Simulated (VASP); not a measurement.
Runs of VASP 6.6.1 on KBr. Symmetry: Fm-3m, No. 225, cubic system. The conventional cell has a = 6.604 Å, b = 6.604 Å, c = 6.604 Å, α = 90.00°, β = 90.00°, γ = 90.00°. K (site symmetry m-3m) has 6 Br at 3.30 Å within 4.3 Å. Within 4.3 Å of Br (site symmetry m-3m) lie 6 K at 3.30 Å. 

```tsv
level	potentials or basis	k mesh	smearing	gap on the mesh (eV)	pressure (GPa)
PBE+D4	VASP PAW PBE potentials, release 64 (K_sv, Br)	4 × 4 × 4	gaussian 0.01 eV	4.43	0.1
PBE	VASP PAW PBE potentials, release 64 (K_sv, Br)	4 × 4 × 4	fermi-dirac 0.001 eV	4.43	0.7
PBE	VASP PAW PBE potentials, release 64 (K_sv, Br)	2 × 2 × 2	gaussian 0.01 eV	4.39	(b)
PBE	VASP PAW PBE potentials, release 64 (K_sv, Br)	4 × 4 × 4	gaussian 0.01 eV	4.43	0.7
LDA	VASP PAW LDA potentials, release 64 (K_sv, Br)	2 × 2 × 2	gaussian 0.01 eV	3.97	(a)
LDA	VASP PAW LDA potentials, release 64 (K_sv, Br)	4 × 4 × 4	gaussian 0.01 eV	4.03	-1.6
```

Alike in all rows: task single point; no spin polarisation; cell as given; cutoff (eV) 500.

Problem. Estimate the missing entries.

Solution. (a) -1.0; (b) 1.3.

Caveats: some runs use coarse meshes.

A k mesh can miss the band edges, and the runs leave out spin-orbit coupling on Br.
